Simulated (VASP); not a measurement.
Here is a VASP 6.6.1 calculation.

The input POSCAR:

```
CuO
1.0
    0.0000000000      2.1075998851      2.1075998851
    2.1075998851      0.0000000000      2.1075998851
    2.1075998851      2.1075998851      0.0000000000
Cu O
1 1
Direct
    0.0000000000      0.0000000000      0.0000000000
    0.5000000000      0.5000000000      0.5000000000
```

Contents of INCAR.step1:

```
PREC     = Accurate       # precision mode
ENCUT    = 520            # plane-wave cutoff, eV
ISMEAR   = -1             # smearing method
SIGMA    = 0.1            # smearing width, eV
LREAL    = False          # projectors in reciprocal space
LASPH    = True           # aspherical terms in the spheres
NELM     = 100            # most SCF steps
NBANDS   = 16             # bands
GGA      = PE             # functional
ALGO     = Normal         # electronic algorithm
EDIFF    = 1E-4           # SCF threshold, eV
LWAVE    = True           # write WAVECAR
LCHARG   = False          # write CHGCAR
```

Contents of INCAR.step2:

```
PREC     = Accurate       # precision mode
ENCUT    = 520            # plane-wave cutoff, eV
EDIFF    = 1E-6           # SCF threshold, eV
ISMEAR   = -1             # smearing method
SIGMA    = 0.1            # smearing width, eV
LREAL    = False          # projectors in reciprocal space
LASPH    = True           # aspherical terms in the spheres
NELM     = 100            # most SCF steps
ALGO     = Normal         # electronic algorithm
ISIF     = 2              # what is computed and relaxed
LWAVE    = False          # write WAVECAR
LCHARG   = False          # write CHGCAR
METAGGA  = R2SCAN         # meta-GGA
LMIXTAU  = True         
NBANDS   = 16             # bands
ISTART   = 1
```

Contents of KPOINTS:

```
regular mesh
0
Gamma
  14 14 14
```

Potentials or basis: VASP PAW PBE potentials, release 64 (Cu, O).

The run is started by

```console
$ cat potpaw_PBE.64/Cu/POTCAR potpaw_PBE.64/O/POTCAR > POTCAR
$ cp INCAR.step1 INCAR
$ mpirun -np 1 vasp_std > vasp.out
$ cp INCAR.step2 INCAR
$ mpirun -np 1 vasp_std > vasp.out
```

(1) Predict the pressure.

Results:

(1) -3.0 GPa.

Caveat: the PAW data sets were made with another functional, which shifts forces and pressure a little; an odd number of electrons without spin polarisation forces a metal; a magnetic or distorted state may lie lower.
